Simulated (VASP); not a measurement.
Here is a VASP 6.6.1 calculation.

Contents of INCAR:

```
SYSTEM = Mo
ALGO = Normal
DIPOL = 0.5 0.5 0.500
EDIFF = 1E-6
ENCUT = 520
GGA = PE
IDIPOL = 3
ISIF = 2
ISMEAR = -1
LASPH = .True.
LCHARG = .True.
LDIPOL = .True.
LELF = .True.
LREAL = .False.
LVACPOTAV = .True.
LVHAR = .True.
LWAVE = .False.
NBANDS = 36
NELM = 80
PREC = Accurate
SIGMA = 0.1
```

File KPOINTS:

```
k-points
0
Gamma
  10 10 1
  0 0 0
```

The input POSCAR:

```
Mo
1.0
    4.4701026756      0.0000000000      0.0000000000
   -2.2350513378      3.8712224746      0.0000000000
    0.0000000000      0.0000000000     18.7374000000
Mo
4
Direct
    0.0000000000      0.0000000000      0.4384540397
    0.3333333333      0.6666666667      0.4809176623
    0.6666666667      0.3333333333      0.5190823290
    0.0000000000      0.0000000000      0.5615459687
```

Potentials or basis: VASP PAW PBE potentials, release 64 (Mo_sv).

Command:

```console
$ cat potpaw_PBE.64/Mo_sv/POTCAR > POTCAR
$ mpirun -np 1 vasp_std > vasp.out
```

(1) Predict the band gap on the k mesh.

(2) Predict the largest force.

## Answers

(1) zero (bands 28 and 29 overlap by 0.20 eV).

(2) 0.120 eV/Å.
